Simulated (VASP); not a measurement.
Here is a VASP 6.6.1 calculation.

Contents of INCAR:

```
SYSTEM = K2Nb2O
PREC = Accurate ; ENCUT = 520
EDIFF = 1E-6 ; ISMEAR = 0
SIGMA = 0.1 ; LREAL = .False.
LASPH = .True. ; NELM = 60
ALGO = Normal ; ISIF = 2
LWAVE = .False. ; LCHARG = .False.
GGA = PE ; NBANDS = 33
```

The input KPOINTS:

```
regular mesh
0
Gamma
  12 12 6
  0 0 0
```

POSCAR

```
K2Nb2O
1.0
    4.5940389892      0.0000000000      0.0000000000
   -2.2970194946      3.9785544706      0.0000000000
    0.0000000000      0.0000000000      6.6458342494
K Nb O
2 2 1
Direct
    0.3333333333      0.6666666667      0.5000000000
    0.6666666667      0.3333333333      0.5000000000
    0.3333333333      0.6666666667      0.0000000000
    0.6666666667      0.3333333333      0.0000000000
    0.0000000000      0.0000000000      0.0000000000
```

Potentials or basis: VASP PAW PBE potentials, release 64 (K_sv, Nb_sv, O).

The run is started by

```sh
$ cat potpaw_PBE.64/K_sv/POTCAR potpaw_PBE.64/Nb_sv/POTCAR potpaw_PBE.64/O/POTCAR > POTCAR
$ mpirun -np 1 vasp_std > vasp.out
```

(1) What does it give for the pressure?

(2) Predict the band gap on the k mesh.

## Answers

(1) 0.1 GPa.

(2) zero (bands 25 and 26 overlap by 0.94 eV).
